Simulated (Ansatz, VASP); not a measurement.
# One calculation of K, two programs

```
CELL_PARAMETERS angstrom
4.20940 0.00000 0.00000
0.00000 4.20940 0.00000
0.00000 0.00000 4.20940
ATOMIC_POSITIONS crystal
K 0.00000 0.00000 0.00000
```

Alike in both runs: task single point; functional LDA; k mesh 13 × 13 × 13; occupations fermi-dirac, width 0.1 eV; no spin polarisation.

|  | VASP | Ansatz |
| --- | --- | --- |
| version | VASP 6.6.1 | Ansatz 0.2.0 |
| potentials or method | VASP PAW LDA potentials, release 64 (K_sv), cutoff 520 eV | plane waves (420 eV) with PAW, scalar-relativistic |
| valence electrons in the cell | 9 | 9 |

```tsv
	VASP	Ansatz	Ansatz less VASP
pressure (GPa)	-0.2	-0.2	+0.01
```

Ansatz warns that its potentials were made for another functional, while VASP's fit it. LDA's correlation is that of Perdew and Zunger in VASP and of Perdew and Wang (1992) in Ansatz.
